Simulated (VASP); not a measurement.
# Pt (I4/mmm) in VASP: a series of runs

Runs on Pt. Level: PBEsol. Tasks: single point.

All numbers are computed with VASP 6.6.1; they aren't measurements. Logs are shortened: lines on timing, memory, paths and dates and some standing lists are left out, and cuts for length are marked.

## Step 1: The cell of the first run

Symmetry: I4/mmm, No. 139, tetragonal system. The conventional cell has a = 3.023 Å, b = 3.023 Å, c = 3.326 Å, α = 90.00°, β = 90.00°, γ = 90.00°. Pt (site symmetry 4/mmm) has 14 Pt at 2.71 to 3.33 Å within 3.6 Å.

## Step 2: Single point, PBEsol

The input, INCAR:

```
SYSTEM = Pt
ALGO = Fast
EDIFF = 1E-6
ENCUT = 520
GGA = PS
ISIF = 2
ISMEAR = 0
LASPH = .True.
LCHARG = .False.
LREAL = .False.
LWAVE = .False.
NBANDS = 11
NELM = 100
PREC = Accurate
SIGMA = 0.15
```

The input, KPOINTS:

```
k-points
0
Gamma
  30 30 30
  0 0 0
```

The input, POSCAR:

```
Pt
1.0
   -1.5116736028      1.5116736028      1.6628409630
    1.5116736028     -1.5116736028      1.6628409630
    1.5116736028      1.5116736028     -1.6628409630
Pt
1
Direct
    0.0000000000      0.0000000000      0.0000000000
```

Potentials or basis: VASP PAW PBE potentials, release 64 (Pt).

Launch:

```console
cat potpaw_PBE.64/Pt/POTCAR > POTCAR
mpirun -np 1 vasp_std > vasp.out
```

OUTCAR:

```text
SYSTEM = Pt
   EDIFF = 1E-6
   ENCUT = 520
   GGA = PS
   ISIF = 2
   ISMEAR = 0
   LASPH = .True.
   LREAL = .False.
   NELM = 100
   PREC = Accurate

 ion  position               nearest neighbor table
   1  0.000  0.000  0.000-

  LATTYP: Found a body centered tetragonal cell.
 ALAT       =     3.0233472056
 C/A-ratio  =     1.0999999999

  Lattice vectors:

 A1 = (  -1.5116736028,   1.5116736028,   1.6628409630)
 A2 = (   1.5116736028,  -1.5116736028,   1.6628409630)
 A3 = (   1.5116736028,   1.5116736028,  -1.6628409630)

Analysis of symmetry for initial positions (statically):
=====================================================================
 Subroutine PRICEL returns:
 Original cell was already a primitive cell.

 Routine SETGRP: Setting up the symmetry group for a
 body centered tetragonal supercell.

 Subroutine GETGRP returns: Found 16 space group operations
 (whereof 16 operations were pure point group operations)
 out of a pool of 16 trial point group operations.

The static configuration has the point symmetry D_4h.

Analysis of symmetry for dynamics (positions and initial velocities):
=====================================================================
 Subroutine PRICEL returns:
 Original cell was already a primitive cell.

 Routine SETGRP: Setting up the symmetry group for a
 body centered tetragonal supercell.

 Subroutine GETGRP returns: Found 16 space group operations
 (whereof 16 operations were pure point group operations)
 out of a pool of 16 trial point group operations.

The dynamic configuration has the point symmetry D_4h.

 Subroutine INISYM returns: Found 16 space group operations
 (whereof 16 operations are pure point group operations),
 and found     1 'primitive' translations

----------------------------------------------------------------------------------------

                                     Primitive cell

  volume of cell :      15.1994

  direct lattice vectors                    reciprocal lattice vectors
    -1.511673603  1.511673603  1.662840963     0.000000000  0.330759232  0.300690211
     1.511673603 -1.511673603  1.662840963     0.330759232  0.000000000  0.300690211
     1.511673603  1.511673603 -1.662840963     0.330759232  0.330759232  0.000000000

  length of vectors
     2.708385909  2.708385909  2.708385909     0.447008135  0.447008135  0.467764192

  position of ions in fractional coordinates (direct lattice)
     0.000000000  0.000000000  0.000000000

  ion indices of the primitive-cell ions
   primitive index   ion index
                 1           1

----------------------------------------------------------------------------------------

 KPOINTS: k-points

Automatic generation of k-mesh.
 Grid dimensions read from file:
 generate k-points for:   30   30   30

 Generating k-lattice:

  Cartesian coordinates                     Fractional coordinates (reciprocal lattice)
     0.000000000  0.011025308  0.010023007     0.033333333  0.000000000  0.000000000
     0.011025308  0.000000000  0.010023007     0.000000000  0.033333333  0.000000000
     0.011025308  0.011025308  0.000000000     0.000000000  0.000000000  0.033333333

  Length of vectors
     0.014900271  0.014900271  0.015592140

  Shift w.r.t. Gamma in fractional coordinates (k-lattice)
     0.000000000  0.000000000  0.000000000

 Subroutine IBZKPT returns following result:
 ===========================================

 Found   1992 irreducible k-points:

 Following reciprocal coordinates:
            Coordinates               Weight
  0.000000  0.000000  0.000000      1.000000
  0.033333  0.000000  0.000000      8.000000
  0.066667 -0.000000  0.000000      8.000000
  0.100000  0.000000 -0.000000      8.000000
  0.133333 -0.000000  0.000000      8.000000
  0.166667  0.000000  0.000000      8.000000
[... 16 lines left out ...]
  0.233333  0.033333  0.000000     16.000000
  0.266667  0.033333  0.000000     16.000000
 [... further k-points ...]
   k-points           NKPTS =   1992   k-points in BZ     NKDIM =   1992   number of bands    NBANDS=     11
   number of dos      NEDOS =    301   number of ions     NIONS =      1
   total plane-waves  NPLWV =   8000
   dimension x,y,z NGX =    20 NGY =   20 NGZ =   20
   dimension x,y,z NGXF=    40 NGYF=   40 NGZF=   40
   ions per type =               1
   NGX,Y,Z   is equivalent  to a cutoff of  12.28, 12.28, 12.28 a.u.
   NGXF,Y,Z  is equivalent  to a cutoff of  24.55, 24.55, 24.55 a.u.
 SYSTEM =  Pt
   PREC   = accura    normal or accurate (medium, high low for compatibility)
   ISTART =      0    job   : 0-new  1-cont  2-samecut
   ICHARG =      2    charge: 1-file 2-atom 10-const
   ISPIN  =      1    spin polarized calculation?
   LNONCOLLINEAR =      F non collinear calculations
   LSORBIT =      F    spin-orbit coupling
   LASPH  =      T    aspherical Exc in radial PAW
   ENCUT  =  520.0 eV  38.22 Ry    6.18 a.u.   5.04  5.04  5.04*2*pi/ulx,y,z
   NELM   =    100;   NELMIN=  2; NELMDL= -5     # of ELM steps
   EDIFF  = 0.1E-05   stopping-criterion for ELM
   LREAL  =      F    real-space projection
   EDIFFG = 0.1E-04   stopping-criterion for IOM
   NSW    =      0    number of steps for IOM
   IBRION =     -1    ionic relax: 0-MD 1-quasi-New 2-CG
   NFREE  =      0    steps in history (QN), initial steepest desc. (CG)
   ISIF   =      2    stress and relaxation
   ISYM   =      2    0-nonsym 1-usesym 2-fastsym
   POTIM  = 0.5000    time-step for ionic-motion
   TEBEG  =    0.0;   TEEND  =   0.0 temperature during run
   PSTRESS=    0.0 pullay stress
   NELECT =      10.0000    total number of electrons
   NUPDOWN=      -1.0000    fix difference up-down
   EMIN   =  10.00;   EMAX   =-10.00  energy-range for DOS
   EFERMI =   0.00;   METHOD = LEGACY
   ISMEAR =     0;   SIGMA  =   0.15  broadening in eV -4-tet -1-fermi 0-gaus
   EFERMI_NEDOS =   21; number of points for ismear=-14 and -15
   IALGO  =     68    algorithm
   IMIX   =      4    mixing-type and parameters
     AMIX     =   0.40;   BMIX     =  1.00
     AMIX_MAG =   1.60;   BMIX_MAG =  1.00
  volume/ion in A,a.u.               =      15.20       102.57
  Fermi-wavevector in a.u.,A,eV,Ry     =   1.423855  2.690697 27.583967  2.027364
  Thomas-Fermi vector in A             =   2.544409
   LORBIT       =      0    0 simple, 1 ext, 2 COOP (PROOUT), +10 PAW based schemes
   GGA     = PS    functional components
   LHFCALC =     F    Hartree Fock is set to
   AEXX    =    0.0000 exact exchange contribution
   IVDW    =     0    specifies the selected vdW correction
   LEPSILON=     F    determine dielectric tensor
   LRPA    =     F    only Hartree local field effects (RPA)
 non-spin polarized calculation
 RMM-DIIS sequential band-by-band and
 Gauss-broadening in eV      SIGMA  =   0.15
  energy-cutoff  :      520.00
  volume of cell :       15.20
 maximum number of plane-waves:       426
   NGX = 11   NGY = 11   NGZ = 11

 number of electron      10.0000000 magnetization

 number of electron       9.9999999 magnetization

 Free energy of the ion-electron system (eV)
  ---------------------------------------------------
  ext. energy  EPLUGINS =         0.00000000
  ---------------------------------------------------
  free energy    TOTEN  =        -6.88109494 eV

  energy without entropy =       -6.86944230  energy(sigma->0) =       -6.87526862

 E-fermi :  10.7552     XC(G=0): -13.5756

 val. band max:       10.7518720347   @ k =  -0.3333   0.3333   0.1000
 cond. band min:      10.7552617198   @ k =  -0.1333   0.3333   0.1000
 fundamental gap:      0.0033896852
 Fermi energy:        10.7552183762

 k-point     1 :       0.0000    0.0000    0.0000
  band No.  band energies     occupation
      1       0.7490      2.00000
      2       6.8218      2.00000
      3       6.8218      2.00000
      4       7.6204      2.00000
      5       9.0735      2.00000
      6      10.0530      2.00000
      7      26.7261      0.00000
      8      28.4556      0.00000
      9      28.4556      0.00000
     10      36.1076      0.00000
     11      37.3947      0.00000

 k-point     2 :       0.0333    0.0000    0.0000
  band No.  band energies     occupation
      1       0.7950      2.00000
      2       6.8234      2.00000
      3       6.8353      2.00000
      4       7.6258      2.00000
      5       9.0599      2.00000
      6      10.0401      2.00000
      7      26.7833      0.00000
      8      28.4619      0.00000
      9      28.5235      0.00000
     10      35.4596      0.00000
     11      37.9820      0.00000

 k-point     3 :       0.0667   -0.0000    0.0000
  band No.  band energies     occupation
      1       0.9316      2.00000
      2       6.8268      2.00000
      3       6.8648      2.00000
      4       7.6536      2.00000
      5       9.0217      2.00000
      6      10.0050      2.00000
      7      26.9436      0.00000
      8      28.4562      0.00000
      9      28.7256      0.00000
     10      34.5360      0.00000
     11      37.3382      0.00000

 k-point     4 :       0.1000    0.0000   -0.0000
  band No.  band energies     occupation
      1       1.1546      2.00000
      2       6.8292      2.00000
      3       6.8804      2.00000
      4       7.7353      2.00000
      5       8.9668      2.00000
      6       9.9562      2.00000
      7      27.1723      0.00000
      8      28.3624      0.00000
      9      29.0568      0.00000
     10      33.7814      0.00000
     11      36.1682      0.00000
[... 239 lines left out ...]
 k-point    22 :       0.2000    0.0333    0.0000
  band No.  band energies     occupation
      1       2.4567      2.00000
      2       6.5985      2.00000
      3       6.8451      2.00000
      4       8.7454      2.00000
      5       8.7966      2.00000
      6       9.8090      2.00000
      7      26.1087      0.00000
      8      27.3947      0.00000
      9      30.7934      0.00000
     10      33.4066      0.00000
     11      33.8429      0.00000

 k-point    23 :       0.2333    0.0333    0.0000
  band No.  band energies     occupation
      1       2.8714      2.00000
      2       6.4765      2.00000
      3       6.9090      2.00000
      4       8.8292      2.00000
      5       9.1660      2.00000
      6       9.7961      2.00000
      7      24.9503      0.00000
      8      27.0153      0.00000
      9      31.4281      0.00000
     10      33.0433      0.00000
     11      34.2506      0.00000

 k-point    24 :       0.2667    0.0333    0.0000
  band No.  band energies     occupation
      1       3.2334      2.00000
      2       6.3487      2.00000
      3       7.0857      2.00000
      4       8.8773      2.00000
      5       9.6024      2.00000
      6       9.8318      2.00000
      7      23.6898      0.00000
      8      26.5087      0.00000
      9      31.5657      0.00000
     10      32.7986      0.00000
     11      35.0008      0.00000

 [... further k-points ...]

------------------------ aborting loop because EDIFF is reached ----------------------------------------

  FORCE on cell =-STRESS in cart. coord.  units (eV):
  Direction    XX          YY          ZZ          XY          YZ          ZX
  --------------------------------------------------------------------------------------
  -------------------------------------------------------------------------------------
  Total       -0.2808477     -0.2808477      0.3520397      0.0000000      0.0000000      0.0000000
  in kB      -29.6042947    -29.6042947     37.1086761      0.0000000      0.0000000      0.0000000
  external PRESSURE =      -7.3666378 kB  Pullay stress =       0.0000000 kB

 VOLUME and BASIS-vectors are now :
 -----------------------------------------------------------------------------
  energy-cutoff  :      520.00
  volume of cell :       15.20
      direct lattice vectors                 reciprocal lattice vectors
    -1.511673603  1.511673603  1.662840963     0.000000000  0.330759232  0.300690211
     1.511673603 -1.511673603  1.662840963     0.330759232  0.000000000  0.300690211
     1.511673603  1.511673603 -1.662840963     0.330759232  0.330759232  0.000000000

 POSITION                                       TOTAL-FORCE (eV/Angst)
 -----------------------------------------------------------------------------------
      0.00000      0.00000      0.00000         0.000000      0.000000     -0.000000
 -----------------------------------------------------------------------------------
    total drift:                                0.000000     -0.000000      0.000000

  FREE ENERGIE OF THE ION-ELECTRON SYSTEM (eV)
  ---------------------------------------------------
  free  energy   TOTEN  =        -6.8810949371 eV

  energy  without entropy=       -6.8694422958  energy(sigma->0) =       -6.87526862
```

Run time: 1.8 min. Hardware: 1 thread of Intel Xeon 6975P-C (Granite Rapids), shared host; peak memory 0.42 GiB.

What came out:

```
Free energy            : -6.8811 eV
Pressure               : -0.7 GPa
Band gap on the k mesh : zero (bands 5 and 6 overlap by 2.20 eV)
```

Stress tensor (GPa, compression positive):
```
-2.96  0.00  0.00
 0.00 -2.96  0.00
 0.00  0.00  3.71
```

Caveat: the stress differs along the axes, from -3 to 4 GPa; the PAW data sets were made with another functional, which shifts forces and pressure a little; spin-orbit coupling is left out, which moves the levels of the heavy elements.

## Step 3: Single point, PBEsol

This run uses another cell than the first one, of the same volume but with other edges.

The input, INCAR:

```
PREC = Accurate ; ENCUT = 520
EDIFF = 1E-6 ; ISMEAR = 0
SIGMA = 0.15 ; LREAL = F
LASPH = T ; NELM = 60
ALGO = Fast ; ISIF = 2
LWAVE = F ; LCHARG = T
GGA = PS ; LELF = T
LVHAR = T ; NBANDS = 11
```

The input, KPOINTS:

```
Automatic mesh
0
Gamma
  30 30 30
```

The input, POSCAR:

```
Pt
1.0
   -1.8014317197      1.8014317197      1.1709306178
    1.8014317197     -1.8014317197      1.1709306178
    1.8014317197      1.8014317197     -1.1709306178
Pt
1
Direct
    0.0000000000      0.0000000000      0.0000000000
```

Potentials or basis: VASP PAW PBE potentials, release 64 (Pt).

Launch:

```console
cat potpaw_PBE.64/Pt/POTCAR > POTCAR
mpirun -np 1 vasp_std > vasp.out
```

OUTCAR:

```text
PREC = Accurate
   ENCUT = 520
   EDIFF = 1E-6
   ISMEAR = 0
   LREAL = F
   LASPH = T
   NELM = 60
   ISIF = 2
   GGA = PS

 ion  position               nearest neighbor table
   1  0.000  0.000  0.000-

  LATTYP: Found a body centered tetragonal cell.
 ALAT       =     3.6028634394
 C/A-ratio  =     0.6500000000

  Lattice vectors:

 A1 = (  -1.8014317197,   1.8014317197,   1.1709306178)
 A2 = (   1.8014317197,  -1.8014317197,   1.1709306178)
[... 517 lines left out ...]
     11      33.4575      0.00000

 [... further k-points ...]

------------------------ aborting loop because EDIFF is reached ----------------------------------------

  FORCE on cell =-STRESS in cart. coord.  units (eV):
  Direction    XX          YY          ZZ          XY          YZ          ZX
  --------------------------------------------------------------------------------------
  -------------------------------------------------------------------------------------
  Total       -0.9410811     -0.9410811      9.8462683      0.0000000      0.0000000     -0.0000000
  in kB      -99.1998183    -99.1998183   1037.8999338      0.0000000      0.0000000     -0.0000000
  external PRESSURE =     279.8334324 kB  Pullay stress =       0.0000000 kB

 VOLUME and BASIS-vectors are now :
 -----------------------------------------------------------------------------
  energy-cutoff  :      520.00
  volume of cell :       15.20
      direct lattice vectors                 reciprocal lattice vectors
    -1.801431720  1.801431720  1.170930618     0.000000000  0.277557009  0.427010783
     1.801431720 -1.801431720  1.170930618     0.277557009  0.000000000  0.427010783
     1.801431720  1.801431720 -1.170930618     0.277557009  0.277557009  0.000000000

 POSITION                                       TOTAL-FORCE (eV/Angst)
 -----------------------------------------------------------------------------------
      0.00000      0.00000      0.00000         0.000000     -0.000000      0.000000
 -----------------------------------------------------------------------------------
    total drift:                                0.000000      0.000000     -0.000000

  FREE ENERGIE OF THE ION-ELECTRON SYSTEM (eV)
  ---------------------------------------------------
  free  energy   TOTEN  =        -6.2894543825 eV

  energy  without entropy=       -6.2774820091  energy(sigma->0) =       -6.28346820
```

Run time: 2.2 min. Hardware: 1 thread of Intel Xeon 6975P-C (Granite Rapids), shared host; peak memory 0.44 GiB.

Results:

```
Free energy            : -6.2895 eV
Pressure               : 28.0 GPa
Band gap on the k mesh : zero (bands 5 and 6 overlap by 2.39 eV)
```

Stress tensor (GPa, compression positive):
```
 -9.92   0.00   0.00
  0.00  -9.92   0.00
  0.00   0.00 103.79
```

Levels at points of the mesh, in eV from the Fermi level:
```
           k point  band 3  band 4  band 5  band 6  band 7  band 8
(0.00, 0.00, 0.00)   -5.74   -1.00   -1.00   -0.40   13.90   13.90
(0.50, 0.00, 0.00)   -1.66   -0.32    0.97    2.03   10.18   12.79
(0.50, 0.50, 0.00)   -2.23   -1.61   -1.38    0.98    3.91   16.64
(0.50, 0.50, 0.50)    0.77    0.77    0.77    3.66    3.66    9.62
```

Caveat: the stress differs along the axes, from -10 to 104 GPa; the PAW data sets were made with another functional, which shifts forces and pressure a little; spin-orbit coupling is left out, which moves the levels of the heavy elements.
